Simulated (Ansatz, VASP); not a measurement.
Two plane-wave programs on GaAs

```
As Ga
1.0
    12.80000    0.00000    0.00000
     0.00000   13.10000    0.00000
     0.00000    0.00000   13.40000
As Ga
3 3
Direct
  0.41372 0.41241 0.66466
  0.42475 0.67084 0.43038
  0.65977 0.40596 0.41144
  0.38619 0.53757 0.54280
  0.56199 0.40786 0.56117
  0.55067 0.54710 0.39699
```

Alike in both runs: functional PBE; k mesh 1 × 1 × 1; occupations gaussian, width 0.05 eV; collinear spin.

Ansatz relaxed the structure, and its values are those at the end. VASP's run is a single point on that final structure, the one shown.

|  | VASP | Ansatz |
| --- | --- | --- |
| version | VASP 6.6.1 | Ansatz 0.2.0 |
| potentials or method | VASP PAW PBE potentials, release 64 (As, Ga_d), cutoff 400 eV | scalar-relativistic, plane waves, PAW |
| valence electrons in the cell | 54 | 84 |

```tsv
	VASP	Ansatz	Ansatz less VASP
gap on the k mesh at the Fermi level (eV)	0.58	0.59	+0.005
rms of the force components (eV/Å)	0.025	0.005	-0.0194
net moment per atom (μB)	0.00	0.00	0.000
```

With one functional, cell and mesh, what is left measures potentials, basis and numerics. VASP's potentials hold 54 valence electrons a cell and Ansatz's 84, so a difference there can come from the potentials and not from the codes. Ansatz's warnings: seeded moment not kept, xc potential rough in thin density.
